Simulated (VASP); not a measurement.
# Si3N4 (I4_1/amd) in VASP: relaxation of cell and atoms with PBE

Aim: the relaxation of cell and atoms of Si3N4 with PBE.

All numbers are computed with VASP 6.6.1; they aren't measurements. Logs are shortened: lines on timing, memory, paths and dates and some standing lists are left out, and cuts for length are marked.

### Step 1. The cell of the first run

The structure is tetragonal, space group I4_1/amd (No. 141). The conventional cell has a = 5.101 Å, b = 5.101 Å, c = 8.354 Å, α = 90.00°, β = 90.00°, γ = 90.00°. Si (site symmetry -4m2) has 4 N at 1.81 Å within 2.4 Å. Si (site symmetry 2/m) has 6 N at 1.71 to 2.02 Å within 2.3 Å. N (site symmetry m) has 4 Si at 1.71 to 2.02 Å and 1 N at 2.27 Å within 2.3 Å.

### Step 2. Relaxation of cell and atoms, PBE

INCAR reads:

```
SYSTEM = Si3N4
  ALGO = Normal
  EDIFF = 1E-7
  EDIFFG = -0.04
  ENCUT = 600
  GGA = PE
  IBRION = 2
  ISIF = 3
  ISMEAR = 0
  LASPH = .True.
  LCHARG = .False.
  LREAL = .False.
  LWAVE = .False.
  NELM = 60
  NSW = 90
  PREC = Accurate
  SIGMA = 0.1
```

KPOINTS reads:

```
k-points
0
Gamma
  6 6 6
  0 0 0
```

POSCAR reads:

```
Si3N4
1.0
   -2.5503329400      2.5503329400      4.1769722800
    2.5503329400     -2.5503329400      4.1769722800
    2.5503329400      2.5503329400     -4.1769722800
Si N
6 8
Direct
    0.0000000000      0.0000000000      0.0000000000
    0.7500000000      0.2500000000      0.5000000000
    0.8750000000      0.6250000000      0.2500000000
    0.3750000000      0.6250000000      0.2500000000
    0.3750000000      0.6250000000      0.7500000000
    0.3750000000      0.1250000000      0.7500000000
    0.6061000200      0.3839000000      0.2222000200
    0.1339000000      0.4116999800      0.2777999800
    0.1616999800      0.3839000000      0.7777999800
    0.1339000000      0.8561000200      0.7222000200
    0.1438999800      0.8661000000      0.2777999800
    0.6161000000      0.3938999800      0.7777999800
    0.5883000200      0.8661000000      0.7222000200
    0.6161000000      0.8383000200      0.2222000200
```

Potentials or basis: VASP PAW PBE potentials, release 64 (Si, N).

Run with:

```sh
> cat potpaw_PBE.64/Si/POTCAR potpaw_PBE.64/N/POTCAR > POTCAR
> mpirun -np 1 vasp_std > vasp.out
```

OUTCAR:

```text
SYSTEM = Si3N4
   EDIFF = 1E-7
   EDIFFG = -0.04
   ENCUT = 600
   GGA = PE
   IBRION = 2
   ISIF = 3
   ISMEAR = 0
   LASPH = .True.
   LREAL = .False.
   NELM = 60
   NSW = 90
   PREC = Accurate

 ion  position               nearest neighbor table
   1  0.000  0.000  0.000-  10 1.81  11 1.81   8 1.81  13 1.81   6 3.04   3 3.04   5 3.04   3 3.04
                             4 3.04   6 3.04   5 3.04   4 3.04
   2  0.750  0.250  0.500-   7 1.81  12 1.81   9 1.81  14 1.81   3 3.04   6 3.04   5 3.04   6 3.04
                             4 3.04   3 3.04   4 3.04   5 3.04
   3  0.875  0.625  0.250-   8 1.71  14 1.71  12 1.71  10 1.71   7 2.02  11 2.02   5 2.55   5 2.55
                             6 2.76   4 2.76   4 2.76   6 2.76   2 3.04   1 3.04   1 3.04   2 3.04
   4  0.375  0.625  0.250-   7 1.71  11 1.71   9 1.71  13 1.71   8 2.02  14 2.02   6 2.55   6 2.55
                             3 2.76   5 2.76   5 2.76   3 2.76   1 3.04   2 3.04   1 3.04   2 3.04
   5  0.375  0.625  0.750-  10 1.71  12 1.71   8 1.71  14 1.71  13 2.02   9 2.02   3 2.55   3 2.55
                             6 2.76   4 2.76   6 2.76   4 2.76   1 3.04   2 3.04   1 3.04   2 3.04
   6  0.375  0.125  0.750-   9 1.71  13 1.71  11 1.71   7 1.71  12 2.02  10 2.02   4 2.55   4 2.55
                             5 2.76   5 2.76   3 2.76   3 2.76   1 3.04   2 3.04   2 3.04   1 3.04
   7  0.606  0.384  0.222-   4 1.71   6 1.71   2 1.81   3 2.02
   8  0.134  0.412  0.278-   3 1.71   5 1.71   1 1.81   4 2.02
   9  0.162  0.384  0.778-   6 1.71   4 1.71   2 1.81   5 2.02
  10  0.134  0.856  0.722-   5 1.71   3 1.71   1 1.81   6 2.02
  11  0.144  0.866  0.278-   4 1.71   6 1.71   1 1.81   3 2.02
  12  0.616  0.394  0.778-   5 1.71   3 1.71   2 1.81   6 2.02
  13  0.588  0.866  0.722-   6 1.71   4 1.71   1 1.81   5 2.02
  14  0.616  0.838  0.222-   3 1.71   5 1.71   2 1.81   4 2.02

  LATTYP: Found a body centered tetragonal cell.
 ALAT       =     5.1006658800
 C/A-ratio  =     1.6378145043

  Lattice vectors:

 A1 = (  -2.5503329400,   2.5503329400,   4.1769722800)
 A2 = (   2.5503329400,  -2.5503329400,   4.1769722800)
 A3 = (   2.5503329400,   2.5503329400,  -4.1769722800)

Analysis of symmetry for initial positions (statically):
=====================================================================
 Subroutine PRICEL returns:
 Original cell was already a primitive cell.

 Routine SETGRP: Setting up the symmetry group for a
 body centered tetragonal supercell.

 Subroutine GETGRP returns: Found 16 space group operations
 (whereof  8 operations were pure point group operations)
 out of a pool of 16 trial point group operations.

The static configuration has the point symmetry D_2d.
 The point group associated with its full space group is D_4h.

Analysis of symmetry for dynamics (positions and initial velocities):
=====================================================================
 Subroutine PRICEL returns:
 Original cell was already a primitive cell.

 Routine SETGRP: Setting up the symmetry group for a
 body centered tetragonal supercell.

 Subroutine GETGRP returns: Found 16 space group operations
 (whereof  8 operations were pure point group operations)
 out of a pool of 16 trial point group operations.

The dynamic configuration has the point symmetry D_2d.
 The point group associated with its full space group is D_4h.

 Subroutine INISYM returns: Found 16 space group operations
 (whereof  8 operations are pure point group operations),
 and found     1 'primitive' translations

----------------------------------------------------------------------------------------

                                     Primitive cell

  volume of cell :     108.6714

  direct lattice vectors                    reciprocal lattice vectors
    -2.550332940  2.550332940  4.176972280     0.000000000  0.196052834  0.119703931
     2.550332940 -2.550332940  4.176972280     0.196052834  0.000000000  0.119703931
     2.550332940  2.550332940 -4.176972280     0.196052834  0.196052834  0.000000000

  length of vectors
     5.518649621  5.518649621  5.518649621     0.229707955  0.229707955  0.277260576

  position of ions in fractional coordinates (direct lattice)
     0.000000000  0.000000000  0.000000000
     0.750000000  0.250000000  0.500000000
     0.875000000  0.625000000  0.250000000
     0.375000000  0.625000000  0.250000000
     0.375000000  0.625000000  0.750000000
     0.375000000  0.125000000  0.750000000
     0.606100020  0.383900000  0.222200020
     0.133900000  0.411699980  0.277799980
     0.161699980  0.383900000  0.777799980
     0.133900000  0.856100020  0.722200020
     0.143899980  0.866100000  0.277799980
     0.616100000  0.393899980  0.777799980
     0.588300020  0.866100000  0.722200020
     0.616100000  0.838300020  0.222200020

  ion indices of the primitive-cell ions
   primitive index   ion index
                 1           1
                 2           2
                 3           3
                 4           4
                 5           5
                 6           6
                 7           7
                 8           8
                 9           9
                10          10
                11          11
                12          12
                13          13
                14          14

----------------------------------------------------------------------------------------

 KPOINTS: k-points

Automatic generation of k-mesh.
 Grid dimensions read from file:
 generate k-points for:    6    6    6

 Generating k-lattice:

  Cartesian coordinates                     Fractional coordinates (reciprocal lattice)
     0.000000000  0.032675472  0.019950655     0.166666667  0.000000000 -0.000000000
     0.032675472  0.000000000  0.019950655     0.000000000  0.166666667 -0.000000000
     0.032675472  0.032675472  0.000000000     0.000000000  0.000000000  0.166666667

  Length of vectors
     0.038284659  0.038284659  0.046210096

  Shift w.r.t. Gamma in fractional coordinates (k-lattice)
     0.000000000  0.000000000  0.000000000

 Subroutine IBZKPT returns following result:
 ===========================================

 Found     30 irreducible k-points:

 Following reciprocal coordinates:
            Coordinates               Weight
  0.000000  0.000000  0.000000      1.000000
  0.166667  0.000000 -0.000000      8.000000
  0.333333 -0.000000  0.000000      8.000000
  0.500000  0.000000 -0.000000      4.000000
  0.166667  0.166667  0.000000      8.000000
  0.333333  0.166667  0.000000     16.000000
[... 16 lines left out ...]
 -0.333333 -0.333333  0.166667      8.000000
 -0.166667 -0.333333  0.166667      8.000000
 [... further k-points ...]
   k-points           NKPTS =     30   k-points in BZ     NKDIM =     30   number of bands    NBANDS=     40
   number of dos      NEDOS =    301   number of ions     NIONS =     14
   total plane-waves  NPLWV = 110592
   dimension x,y,z NGX =    48 NGY =   48 NGZ =   48
   dimension x,y,z NGXF=    96 NGYF=   96 NGZF=   96
   ions per type =               6   8
   NGX,Y,Z   is equivalent  to a cutoff of  14.46, 14.46, 14.46 a.u.
   NGXF,Y,Z  is equivalent  to a cutoff of  28.92, 28.92, 28.92 a.u.
 SYSTEM =  Si3N4
   PREC   = accura    normal or accurate (medium, high low for compatibility)
   ISTART =      0    job   : 0-new  1-cont  2-samecut
   ICHARG =      2    charge: 1-file 2-atom 10-const
   ISPIN  =      1    spin polarized calculation?
   LNONCOLLINEAR =      F non collinear calculations
   LSORBIT =      F    spin-orbit coupling
   LASPH  =      T    aspherical Exc in radial PAW
   ENCUT  =  600.0 eV  44.10 Ry    6.64 a.u.  11.02 11.02 11.02*2*pi/ulx,y,z
   NELM   =     60;   NELMIN=  2; NELMDL= -5     # of ELM steps
   EDIFF  = 0.1E-06   stopping-criterion for ELM
   LREAL  =      F    real-space projection
   EDIFFG = -.4E-01   stopping-criterion for IOM
   NSW    =     90    number of steps for IOM
   IBRION =      2    ionic relax: 0-MD 1-quasi-New 2-CG
   NFREE  =      1    steps in history (QN), initial steepest desc. (CG)
   ISIF   =      3    stress and relaxation
   ISYM   =      2    0-nonsym 1-usesym 2-fastsym
   POTIM  = 0.5000    time-step for ionic-motion
   TEBEG  =    0.0;   TEEND  =   0.0 temperature during run
   PSTRESS=    0.0 pullay stress
   NELECT =      64.0000    total number of electrons
   NUPDOWN=      -1.0000    fix difference up-down
   EMIN   =  10.00;   EMAX   =-10.00  energy-range for DOS
   EFERMI =   0.00;   METHOD = LEGACY
   ISMEAR =     0;   SIGMA  =   0.10  broadening in eV -4-tet -1-fermi 0-gaus
   EFERMI_NEDOS =   21; number of points for ismear=-14 and -15
   IALGO  =     38    algorithm
   IMIX   =      4    mixing-type and parameters
     AMIX     =   0.40;   BMIX     =  1.00
     AMIX_MAG =   1.60;   BMIX_MAG =  1.00
  volume/ion in A,a.u.               =       7.76        52.38
  Fermi-wavevector in a.u.,A,eV,Ry     =   1.372239  2.593155 25.620307  1.883039
  Thomas-Fermi vector in A             =   2.497864
   LORBIT       =      0    0 simple, 1 ext, 2 COOP (PROOUT), +10 PAW based schemes
   GGA     = PE    functional components
   LHFCALC =     F    Hartree Fock is set to
   AEXX    =    0.0000 exact exchange contribution
   IVDW    =     0    specifies the selected vdW correction
   LEPSILON=     F    determine dielectric tensor
   LRPA    =     F    only Hartree local field effects (RPA)
 conjugate gradient relaxation of ions
 non-spin polarized calculation
 Gauss-broadening in eV      SIGMA  =   0.10
  energy-cutoff  :      600.00
  volume of cell :      108.67
 maximum number of plane-waves:      3676
 NGX is ok and might be reduce to    48
   NGX = 23   NGY = 23   NGZ = 23

--------------------------------------- Ionic step        1  -------------------------------------------

 number of electron      64.0000000 magnetization

 Free energy of the ion-electron system (eV)
  ---------------------------------------------------
  ext. energy  EPLUGINS =         0.00000000
  ---------------------------------------------------
  free energy    TOTEN  =      -107.50045029 eV

  energy without entropy =     -107.50045029  energy(sigma->0) =     -107.50045029

 E-fermi :  11.2180     XC(G=0): -12.5810

 val. band max:       10.7488987038   @ k =   0.0000   0.0000   0.0000
 cond. band min:      13.6455681840   @ k =   0.0000   0.0000   0.0000
 fundamental gap:      2.8966694802
 Fermi energy:        11.2179857420

 k-point     1 :       0.0000    0.0000    0.0000
  band No.  band energies     occupation
      1      -9.6979      2.00000
      2      -6.2243      2.00000
      3      -5.5010      2.00000
      4      -5.1529      2.00000
      5      -4.7709      2.00000
      6      -4.7709      2.00000
[... 1160 lines left out ...]
  FREE ENERGIE OF THE ION-ELECTRON SYSTEM (eV)
  ---------------------------------------------------
  free  energy   TOTEN  =      -111.5852728912 eV

  energy  without entropy=     -111.5852728912  energy(sigma->0) =     -111.58527289

[... ionic steps 4 to 10 ...]

--------------------------------------- Ionic step       11  -------------------------------------------

 number of electron      63.9999998 magnetization

------------------------ aborting loop because EDIFF is reached ----------------------------------------
[... 91 lines left out ...]
--------------------------------------- Ionic step       13  -------------------------------------------

 number of electron      63.9999997 magnetization

 Free energy of the ion-electron system (eV)
  ---------------------------------------------------
  ext. energy  EPLUGINS =         0.00000000
  ---------------------------------------------------
  free energy    TOTEN  =      -112.48571335 eV

  energy without entropy =     -112.48571335  energy(sigma->0) =     -112.48571335

 E-fermi :   9.5895     XC(G=0): -12.2181

 val. band max:        9.0963629281   @ k =   0.1667   0.1667   0.0000
 cond. band min:      12.4261389125   @ k =   0.0000   0.0000   0.0000
 fundamental gap:      3.3297759845
 Fermi energy:         9.5894940643

 k-point     1 :       0.0000    0.0000    0.0000
  band No.  band energies     occupation
      1      -9.6662      2.00000
      2      -6.3952      2.00000
      3      -5.4739      2.00000
      4      -5.4736      2.00000
      5      -5.4736      2.00000
      6      -4.5187      2.00000
[... 1064 lines left out ...]
  FREE ENERGIE OF THE ION-ELECTRON SYSTEM (eV)
  ---------------------------------------------------
  free  energy   TOTEN  =      -112.4857133539 eV

  energy  without entropy=     -112.4857133539  energy(sigma->0) =     -112.48571335

 reached required accuracy - stopping structural energy minimisation
```

It took 32 min on 1 thread of Intel Xeon Platinum 8488C (Sapphire Rapids), shared host; peak memory 0.39 GiB.

What came out:

| Quantity | Value |
| --- | --- |
| Free energy | -112.4857 eV |
| Relaxed volume | 8.43 Å³/atom |
| Relaxed cell | a = 5.508 Å, b = 5.508 Å, c = 5.508 Å, α = 120.03°, β = 120.03°, γ = 89.95° |
| Space group after relaxing (to 0.05 Å) | Fd-3m (No. 227) |
| Energy gained by relaxing | 356.1 meV/atom |
| Ionic steps | 13 |
| Pressure after relaxing | -0.1 GPa |
| Largest force after relaxing | 0.009 eV/Å |
| Band gap on the k mesh | 3.33 eV, indirect (least direct gap 3.37 eV) |

Forces on the atoms (eV/Å):
```
Si   0.000  0.000  0.000
Si   0.000  0.000  0.000
Si   0.000  0.000  0.000
Si   0.000  0.000  0.000
Si   0.000  0.000  0.000
Si   0.000  0.000  0.000
N    0.000  0.007 -0.004
N   -0.007  0.000 -0.004
N    0.000 -0.007 -0.004
N    0.007  0.000 -0.004
N    0.000 -0.007  0.004
N   -0.007  0.000  0.004
N    0.000  0.007  0.004
N    0.007  0.000  0.004
```

The path:
```
step  energy change (eV)  largest force (eV/Å)  pressure (GPa)  volume (Å³)
   1              0.0000                5.3848           47.44       108.67
   2              4.8605                6.0806          -32.78       147.33
   3             -4.0848                1.8152           -7.19       121.35
   4             -4.1617                1.4130           -3.93       120.07
   5             -4.1761                1.1558           -1.79       119.30
   6             -4.9200                0.3123           -3.02       119.40
   7             -4.9266                0.4508           -2.87       119.39
   8             -4.9685                0.2040            2.28       117.13
   9             -4.9743                0.1789            0.88       117.71
  10             -4.9822                0.1251           -0.35       118.16
  11             -4.9824                0.1344           -0.55       118.23
  12             -4.9850                0.0498            0.04       118.05
  13             -4.9853                0.0085           -0.09       118.09
```

Final structure:
```
CELL_PARAMETERS angstrom
-2.75268 2.75268 3.89617
2.75268 -2.75268 3.89617
2.75268 2.75268 -3.89617
ATOMIC_POSITIONS crystal
Si 0.00000 0.00000 0.00000
Si 0.75000 0.25000 0.50000
Si 0.87500 0.62500 0.25000
Si 0.37500 0.62500 0.25000
Si 0.37500 0.62500 0.75000
Si 0.37500 0.12500 0.75000
N 0.61761 0.38249 0.23512
N 0.13249 0.39738 0.26488
N 0.14738 0.38249 0.76488
N 0.13249 0.86761 0.73512
N 0.13239 0.86751 0.26488
N 0.61751 0.38239 0.76488
N 0.60262 0.86751 0.73512
N 0.61751 0.85262 0.23512
```

Levels at points of the mesh, in eV from the valence-band top:
```
           k point  band 28  band 29  band 30  band 31  band 32  band 33  band 34  band 35  band 36  band 37
(0.00, 0.00, 0.00)    -0.16    -0.15    -0.04    -0.04    -0.04     3.33     3.33     3.34     4.88     5.96
(0.50, 0.00, 0.00)    -0.80    -0.48    -0.47    -0.34    -0.33     4.92     5.75     5.76     6.23     6.75
(0.50, 0.50, 0.00)    -1.66    -1.10    -1.10    -0.43    -0.43     6.62     6.62     6.94     6.94     7.73
(0.50, 0.50, 0.50)    -1.66    -1.10    -1.10    -0.42    -0.42     6.62     6.62     6.93     6.93     7.74
```

A k mesh can miss the band edges. PBE gaps usually lie below the measured ones, often by a third to a half.
